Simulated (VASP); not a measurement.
# SnO: single point with LDA

SnO:

```
Sn O
1.0
     3.89279    0.00000    0.00000
     0.00000    3.89279    0.00000
     0.00000    0.00000    4.01035
Sn O
2 2
Direct
  0.00000 0.50000 0.24575
  0.50000 0.00000 0.75425
  0.00000 0.00000 0.00000
  0.50000 0.50000 0.00000
```

This cell differs from its parent crystal: volume 15.193 Å^3 an atom, c/a of the conventional cell 1.0302.

- Program: VASP 6.6.1
- Task: single point
- Functional: LDA
- Potentials or basis: VASP PAW LDA potentials, release 64 (Sn_d, O)
- Cutoff: 520 eV
- k mesh: 12 × 12 × 10
- Occupations: gaussian, width 0.15 eV
- Spin: no spin polarisation
- Dipole correction: no
- Further INCAR settings: ALGO = Normal; EDIFF = 1e-06; NBANDS = 28

The pressure is 6.8 GPa, the largest force is 1.422 eV/Å and the band gap on the k mesh is 0.45 eV, indirect (least direct gap 1.25 eV).

Forces in eV/Å, atoms in the order of the input:
```
Sn   0.000  0.000  1.422
Sn   0.000  0.000 -1.422
O    0.000  0.000  0.000
O    0.000  0.000  0.000
```

Stress tensor (GPa, compression positive):
```
 3.82  0.00  0.00
 0.00  3.82  0.00
 0.00  0.00 12.73
```

Levels at points of the mesh, in eV from the valence-band top:
| k point | band 17 | band 18 | band 19 | band 20 | band 21 | band 22 | band 23 | band 24 |
| --- | --- | --- | --- | --- | --- | --- | --- | --- |
| (0.00, 0.00, 0.00) | -3.57 | -3.57 | -3.16 | -0.56 | 2.75 | 5.07 | 5.07 | 6.42 |
| (0.50, 0.00, 0.00) | -4.49 | -4.49 | -1.90 | -1.90 | 4.36 | 4.36 | 6.32 | 6.32 |
| (0.50, 0.50, 0.00) | -2.76 | -2.76 | -0.80 | -0.80 | 0.45 | 0.45 | 6.39 | 6.39 |
| (0.00, 0.00, 0.50) | -3.56 | -3.47 | -1.70 | -0.65 | 0.95 | 2.79 | 2.79 | 2.87 |
| (0.50, 0.00, 0.50) | -5.08 | -5.08 | -0.90 | -0.90 | 3.51 | 3.51 | 5.37 | 5.37 |
| (0.50, 0.50, 0.50) | -2.76 | -2.76 | -2.62 | -2.62 | 3.59 | 3.59 | 5.76 | 5.76 |

It took 2.5 min on 1 thread of Intel(R) Xeon(R) 6975P-C (Granite Rapids), with other jobs on the host, peak memory 0.31 GiB.

Caveat: spin-orbit coupling is left out, which moves the levels of the heavy elements; forces of over 1 eV/Å act on the atoms, so gaps and moduli don't describe the material at rest. A k mesh can miss the band edges.
